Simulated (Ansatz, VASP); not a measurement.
# Two plane-wave programs on AlHF2

```
Al H F
1.0
     3.51222    0.00000    0.00000
    -1.75611    3.04167    0.00000
     0.00000    0.00000    3.35818
Al H F
1 1 2
Direct
  0.00000 0.00000 0.00000
  0.00000 0.00000 0.50000
  0.33333 0.66667 0.14820
  0.66667 0.33333 0.85180
```

Change from the starting cell: species swapped into the LiHfSe2 type (P-3m1, No. 164).

Alike in both runs: task relaxation of cell and atoms; functional PBE; k mesh 6 × 6 × 8; occupations gaussian, width 0.02 eV; no spin polarisation.

|  | VASP | Ansatz |
| --- | --- | --- |
| version | VASP 6.6.1 | Ansatz 0.2.0 |
| potentials or method | VASP PAW PBE potentials, release 64 (Al, H, F), cutoff 600 eV | scalar-relativistic, plane waves, PAW |
| valence electrons in the cell | 18 | 18 |

|  | VASP | Ansatz | Ansatz less VASP |
| --- | --- | --- | --- |
| gap on the k mesh at the Fermi level, each at its own relaxed structure (eV) | 3.65 | 3.63 | -0.013 |
| relaxed volume (Å³/atom) | 8.94 | 8.97 | +0.036 |
| relaxed cell length with the largest relative difference (Å) | 3.352 | 3.358 | +0.0068 |
